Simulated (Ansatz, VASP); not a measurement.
# Two plane-wave programs on SrZr2SnO6

INCAR

```
PREC = Accurate
ENCUT = 520
EDIFF = 1E-6
ISMEAR = 0
SIGMA = 0.1
LREAL = F
LASPH = T
NELM = 80
ALGO = Normal
ISIF = 2
LWAVE = F
LCHARG = T
GGA = PE
LELF = T
LVHAR = T
NBANDS = 53
```

The input KPOINTS:

```
regular mesh
0
Gamma
  4 4 4
```

Contents of POSCAR:

```
SrZr2SnO6
1.0
    4.0827149900     -4.1449022200      0.0000000000
    4.0827149900      4.1449022200      0.0000000000
    0.0000000000      0.0000000000      4.2330205200
Sr Zr Sn O
1 2 1 6
Direct
    0.5000000000      0.5000000000      0.5000000000
    0.0000000000      0.5000000000      0.0000000000
    0.5000000000      0.0000000000      0.0000000000
    0.0000000000      0.0000000000      0.5000000000
    0.0000000000      0.5000000000      0.5000000000
    0.5000000000      0.0000000000      0.5000000000
    0.3145427700      0.6854572300      0.0000000000
    0.6854572300      0.3145427700      0.0000000000
    0.8126680400      0.8126680400      0.0000000000
    0.1873319600      0.1873319600      0.0000000000
```

Input for Ansatz:

```yaml
crystal:
  lattice:
    - [4.08271499, -4.14490222, 0.0]
    - [4.08271499, 4.14490222, 0.0]
    - [0.0, 0.0, 4.23302052]
  atoms:
    - { symbol: Sr, position: [0.5, 0.5, 0.5] }
    - { symbol: Zr, position: [0.0, 0.5, 0.0] }
    - { symbol: Zr, position: [0.5, 0.0, 0.0] }
    - { symbol: Sn, position: [0.0, 0.0, 0.5] }
    - { symbol: O, position: [0.0, 0.5, 0.5] }
    - { symbol: O, position: [0.5, 0.0, 0.5] }
    - { symbol: O, position: [0.31454277, 0.68545723, 0.0] }
    - { symbol: O, position: [0.68545723, 0.31454277, 0.0] }
    - { symbol: O, position: [0.81266804, 0.81266804, 0.0] }
    - { symbol: O, position: [0.18733196, 0.18733196, 0.0] }
basis:
  ecutwfc: 420
kpoints:
  mp_grid: { grid: [4, 4, 4] }
hamiltonian:
  xc: pbe
scf:
  occupations: { method: gaussian, width: 0.1 }
  lower_state_search: "off"
output:
  forces: true
  stress: true
  eigenvalues: true
```

Alike in both runs: task single point; functional PBE; k mesh 4 × 4 × 4; occupations gaussian, width 0.1 eV; no spin polarisation.

|  | VASP | Ansatz |
| --- | --- | --- |
| version | VASP 6.6.1 | Ansatz 0.2.0 |
| potentials or method | VASP PAW PBE potentials, release 64 (Sr_sv, Zr_sv, Sn_d, O), cutoff 520 eV | scalar-relativistic, plane waves, PAW |
| valence electrons in the cell | 84 | 84 |

|  | VASP | Ansatz | Ansatz less VASP |
| --- | --- | --- | --- |
| gap on the k mesh at the Fermi level (eV) | 2.37 | 2.37 | +0.006 |
| least direct gap on the mesh (eV) | 2.44 | 2.44 | +0.005 |
| pressure (GPa) | -1.9 | -2.1 | -0.23 |
| traceless stress, the component that is largest in VASP (GPa) | -0.14 | -0.12 | +0.013 |
| rms of the force components (eV/Å) | 0.064 | 0.064 | -0.0003 |

Atom by atom the forces differ by 0.004 eV/Å (rms over components). With one functional, cell and mesh, what is left measures potentials, basis and numerics.
